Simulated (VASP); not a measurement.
# AlCo (Pm-3m) in VASP: further runs, part 2 of 2

VASP 6.6.1. Earlier steps stand in the parts before.

## Step 4: Single point, PBE, collinear spin, ferromagnetic start

Contents of INCAR:

```
SYSTEM = AlCo
PREC = Accurate ; ENCUT = 600
EDIFF = 1E-6 ; ISMEAR = -1
SIGMA = 0.15 ; LREAL = .False.
LASPH = .True. ; NELM = 200
ALGO = Normal ; ISIF = 2
LWAVE = .False. ; LCHARG = .False.
ISPIN = 2 ; MAGMOM = 0 2.5
LORBIT = 11 ; LMAXMIX = 4
GGA = PE ; NBANDS = 17
GGA_COMPAT = .False.
```

Contents of KPOINTS:

```
Automatic mesh
0
Gamma
  10 10 10
  0 0 0
```

Contents of POSCAR:

```
AlCo
1.0
    2.8194000000      0.0000000000      0.0000000000
    0.0000000000      2.8194000000      0.0000000000
    0.0000000000      0.0000000000      2.8194000000
Al Co
1 1
Direct
    0.0000000000      0.0000000000      0.0000000000
    0.5000000000      0.5000000000      0.5000000000
```

Potentials or basis: VASP PAW PBE potentials, release 64 (Al, Co).

On the command line:

```bash
$ cat potpaw_PBE.64/Al/POTCAR potpaw_PBE.64/Co/POTCAR > POTCAR
$ mpirun -np 1 vasp_std > vasp.out
```

OUTCAR:

```text
SYSTEM = AlCo
   PREC = Accurate
   ENCUT = 600
   EDIFF = 1E-6
   ISMEAR = -1
   LREAL = .False.
   LASPH = .True.
   NELM = 200
   ISIF = 2
   ISPIN = 2
   LORBIT = 11
   GGA = PE

 ion  position               nearest neighbor table
   1  0.000  0.000  0.000-   2 2.44   2 2.44   2 2.44   2 2.44   2 2.44   2 2.44   2 2.44   2 2.44

   2  0.500  0.500  0.500-   1 2.44   1 2.44   1 2.44   1 2.44   1 2.44   1 2.44   1 2.44   1 2.44

  LATTYP: Found a simple cubic cell.
 ALAT       =     2.8194000000

  Lattice vectors:

 A1 = (   2.8194000000,   0.0000000000,   0.0000000000)
 A2 = (   0.0000000000,   2.8194000000,   0.0000000000)
 A3 = (   0.0000000000,   0.0000000000,   2.8194000000)

Analysis of symmetry for initial positions (statically):
=====================================================================
 Subroutine PRICEL returns:
 Original cell was already a primitive cell.

 Routine SETGRP: Setting up the symmetry group for a
 simple cubic supercell.

 Subroutine GETGRP returns: Found 48 space group operations
 (whereof 48 operations were pure point group operations)
 out of a pool of 48 trial point group operations.

The static configuration has the point symmetry O_h .

Analysis of symmetry for dynamics (positions and initial velocities):
=====================================================================
 Subroutine PRICEL returns:
 Original cell was already a primitive cell.

 Routine SETGRP: Setting up the symmetry group for a
 simple cubic supercell.

 Subroutine GETGRP returns: Found 48 space group operations
 (whereof 48 operations were pure point group operations)
 out of a pool of 48 trial point group operations.

The dynamic configuration has the point symmetry O_h .

Analysis of structural, dynamic, and magnetic symmetry:
=====================================================================
 Subroutine PRICEL returns:
 Original cell was already a primitive cell.

 Routine SETGRP: Setting up the symmetry group for a
 simple cubic supercell.

 Subroutine GETGRP returns: Found 48 space group operations
 (whereof 48 operations were pure point group operations)
 out of a pool of 48 trial point group operations.

The overall configuration has the point symmetry O_h .

 Subroutine INISYM returns: Found 48 space group operations
 (whereof 48 operations are pure point group operations),
 and found     1 'primitive' translations

----------------------------------------------------------------------------------------

                                     Primitive cell

  volume of cell :      22.4115

  direct lattice vectors                    reciprocal lattice vectors
     2.819400000  0.000000000  0.000000000     0.354685394  0.000000000  0.000000000
     0.000000000  2.819400000  0.000000000     0.000000000  0.354685394  0.000000000
     0.000000000  0.000000000  2.819400000     0.000000000  0.000000000  0.354685394

  length of vectors
     2.819400000  2.819400000  2.819400000     0.354685394  0.354685394  0.354685394

  position of ions in fractional coordinates (direct lattice)
     0.000000000  0.000000000  0.000000000
     0.500000000  0.500000000  0.500000000

[... 68 lines left out ...]
   ISTART =      0    job   : 0-new  1-cont  2-samecut
   ICHARG =      2    charge: 1-file 2-atom 10-const
   ISPIN  =      2    spin polarized calculation?
   LNONCOLLINEAR =      F non collinear calculations
   LSORBIT =      F    spin-orbit coupling
   LASPH  =      T    aspherical Exc in radial PAW
   ENCUT  =  600.0 eV  44.10 Ry    6.64 a.u.   5.63  5.63  5.63*2*pi/ulx,y,z
   NELM   =    200;   NELMIN=  2; NELMDL= -5     # of ELM steps
   EDIFF  = 0.1E-05   stopping-criterion for ELM
   LREAL  =      F    real-space projection
   EDIFFG = 0.1E-04   stopping-criterion for IOM
   NSW    =      0    number of steps for IOM
   IBRION =     -1    ionic relax: 0-MD 1-quasi-New 2-CG
   NFREE  =      0    steps in history (QN), initial steepest desc. (CG)
   ISIF   =      2    stress and relaxation
   ISYM   =      2    0-nonsym 1-usesym 2-fastsym
   POTIM  = 0.5000    time-step for ionic-motion
   TEBEG  =    0.0;   TEEND  =   0.0 temperature during run
   PSTRESS=    0.0 pullay stress
   NELECT =      12.0000    total number of electrons
   NUPDOWN=      -1.0000    fix difference up-down
   EMIN   =  10.00;   EMAX   =-10.00  energy-range for DOS
   EFERMI =   0.00;   METHOD = LEGACY
   ISMEAR =    -1;   SIGMA  =   0.15  broadening in eV -4-tet -1-fermi 0-gaus
   EFERMI_NEDOS =   21; number of points for ismear=-14 and -15
   IALGO  =     38    algorithm
   IMIX   =      4    mixing-type and parameters
     AMIX     =   0.40;   BMIX     =  1.00
     AMIX_MAG =   1.60;   BMIX_MAG =  1.00
  volume/ion in A,a.u.               =      11.21        75.62
  Fermi-wavevector in a.u.,A,eV,Ry     =   1.329368  2.512141 24.044478  1.767219
  Thomas-Fermi vector in A             =   2.458536
   LORBIT       =     11    0 simple, 1 ext, 2 COOP (PROOUT), +10 PAW based schemes
   GGA     = PE    functional components
   LHFCALC =     F    Hartree Fock is set to
   AEXX    =    0.0000 exact exchange contribution
   IVDW    =     0    specifies the selected vdW correction
   LEPSILON=     F    determine dielectric tensor
   LRPA    =     F    only Hartree local field effects (RPA)
 spin polarized calculation
  energy-cutoff  :      600.00
  volume of cell :       22.41
 maximum number of plane-waves:       768
 NGX is ok and might be reduce to    24
   NGX = 11   NGY = 11   NGZ = 11

 number of electron      11.9999996 magnetization      -0.0030163

 number of electron      11.9999996 magnetization       0.0008437

 Free energy of the ion-electron system (eV)
  ---------------------------------------------------
  ext. energy  EPLUGINS =         0.00000000
  ---------------------------------------------------
  free energy    TOTEN  =       -12.00497328 eV

  energy without entropy =      -11.94084811  energy(sigma->0) =      -11.97291069

 E-fermi :  10.9332     XC(G=0): -12.4235

 val. band max:       10.9188033657   @ k =   0.4000   0.4000   0.4000
 cond. band min:      10.9619908452   @ k =   0.5000   0.4000   0.1000
 fundamental gap:      0.0431874795
 Fermi energy:        10.9332461689

 spin component 1

 k-point     1 :       0.0000    0.0000    0.0000
  band No.  band energies     occupation
      1      -0.2805      1.00000
      2       7.9065      1.00000
      3       7.9065      1.00000
      4      10.1319      0.99524
      5      10.1319      0.99524
      6      10.1319      0.99524
[... 459 lines left out ...]
      6      10.0159      0.99780
[... 9 lines left out ...]
     16      32.3695      0.00000
     17      33.4630      0.00000

 [... further k-points ...]

 spin component 2

 k-point     1 :       0.0000    0.0000    0.0000
  band No.  band energies     occupation
      1      -0.2802      1.00000
      2       7.9074      1.00000
      3       7.9074      1.00000
      4      10.1330      0.99520
      5      10.1330      0.99520
      6      10.1330      0.99520
[... 459 lines left out ...]
      6      10.0169      0.99778
[... 9 lines left out ...]
     16      32.3697      0.00000
     17      33.4632      0.00000

 [... further k-points ...]

------------------------ aborting loop because EDIFF is reached ----------------------------------------

  FORCE on cell =-STRESS in cart. coord.  units (eV):
  Direction    XX          YY          ZZ          XY          YZ          ZX
  --------------------------------------------------------------------------------------
  -------------------------------------------------------------------------------------
  Total        0.9779250      0.9779250      0.9779250      0.0000000     -0.0000000      0.0000000
  in kB       69.9110838     69.9110838     69.9110838      0.0000000     -0.0000000      0.0000000
  external PRESSURE =      69.9110838 kB  Pullay stress =       0.0000000 kB

 VOLUME and BASIS-vectors are now :
 -----------------------------------------------------------------------------
  energy-cutoff  :      600.00
  volume of cell :       22.41
      direct lattice vectors                 reciprocal lattice vectors
     2.819400000  0.000000000  0.000000000     0.354685394  0.000000000  0.000000000
     0.000000000  2.819400000  0.000000000     0.000000000  0.354685394  0.000000000
     0.000000000  0.000000000  2.819400000     0.000000000  0.000000000  0.354685394

 POSITION                                       TOTAL-FORCE (eV/Angst)
 -----------------------------------------------------------------------------------
      0.00000      0.00000      0.00000         0.000000      0.000000      0.000000
      1.40970      1.40970      1.40970         0.000000      0.000000      0.000000
 -----------------------------------------------------------------------------------
    total drift:                                0.000000     -0.000000     -0.000000

  FREE ENERGIE OF THE ION-ELECTRON SYSTEM (eV)
  ---------------------------------------------------
  free  energy   TOTEN  =       -12.0049732751 eV

  energy  without entropy=      -11.9408481069  energy(sigma->0) =      -11.97291069

 total charge

# of ion       s       p       d       tot
------------------------------------------
    1        0.399   0.444   0.000   0.842
    2        0.448   0.534   7.530   8.513
--------------------------------------------------
tot          0.847   0.978   7.530   9.355

 magnetization (x)

# of ion       s       p       d       tot
------------------------------------------
    1       -0.000  -0.000   0.000  -0.000
    2        0.000  -0.000   0.001   0.001
--------------------------------------------------
tot         -0.000  -0.000   0.001   0.001
```

Run time: 22 s. Hardware: 1 thread of AMD EPYC 9R45 (Zen 5), shared host; peak memory 0.15 GiB.

What came out:

| Item | Value |
| --- | --- |
| Free energy | -12.0050 eV |
| Pressure | 7.0 GPa |
| Band gap on the k mesh | zero (filled and empty bands overlap) |
| Net moment | 0.00 μB per cell |
| Valence electrons inside the program's atomic spheres | Al 0.84; Co 8.51 |

Caveat: the cell stands under pressure.
